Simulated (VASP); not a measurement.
Set up this calculation in VASP 6.6.1, as the native input.

| Item | Value |
| --- | --- |
| Task | relaxation of cell and atoms |
| Functional | PBE |
| Potentials or basis | VASP PAW PBE potentials, release 64 (Mo_sv) |
| Cutoff | 600 eV |
| k mesh | 6 × 6 × 2 |
| Occupations | gaussian, width 0.1 eV |
| Spin | no spin polarisation |
| Dipole correction | no |
| Further INCAR settings | ALGO = Normal; EDIFF = 1e-06; IBRION = 2; EDIFFG = -0.04; NSW = 90; ISIF = 3 |

The structure of Mo lies in POSCAR:

```
Mo
1.0
    2.8984647600      0.0000000000      0.0000000000
   -1.4492323799      2.5101441141      0.0000000000
    0.0000000000      0.0000000000      9.3481209292
Mo
4
Direct
    0.0000000000      0.0000000000      0.0000000000
    0.0000000000      0.0000000000      0.5000000000
    0.3333333333      0.6666666667      0.7500000000
    0.6666666667      0.3333333333      0.2500000000
```

One way to write it, as run:

INCAR

```
SYSTEM = Mo
PREC = Accurate ; ENCUT = 600
EDIFF = 1E-6 ; ISMEAR = 0
SIGMA = 0.1 ; LREAL = .FALSE.
LASPH = .TRUE. ; NELM = 100
ALGO = Normal ; ISIF = 3
LWAVE = .FALSE. ; LCHARG = .FALSE.
GGA = PE ; IBRION = 2
NSW = 90 ; EDIFFG = -0.04
```

KPOINTS

```
Automatic mesh
0
G
  6 6 2
  0 0 0
```

Potentials or basis: VASP PAW PBE potentials, release 64 (Mo_sv).

Run with:

```sh
$ cat potpaw_PBE.64/Mo_sv/POTCAR > POTCAR
$ mpirun -np 1 vasp_std > vasp.out
```

Results of the run:

```
Relaxed volume                         : 15.98 Å³/atom
Relaxed cell                           : a = 2.840 Å, b = 2.840 Å, c = 9.149 Å, α = 90.00°, β = 90.00°, γ = 120.00°
Space group after relaxing (to 0.05 Å) : P6_3/mmc (No. 194)
Energy gained by relaxing              : 45.3 meV/atom
Ionic steps                            : 4
Pressure after relaxing                : -0.1 GPa
Band gap on the k mesh                 : zero (band 28 reaches 12.88 eV, above the bottom of band 29 at 11.35 eV)
```

Caveat: the k points lie up to 0.43 Å⁻¹ apart in the final cell.

It took 2.6 min on 1 thread of AMD EPYC 7R43 64-Core Processor (Zen 3), with other jobs on the host, peak memory 0.18 GiB.
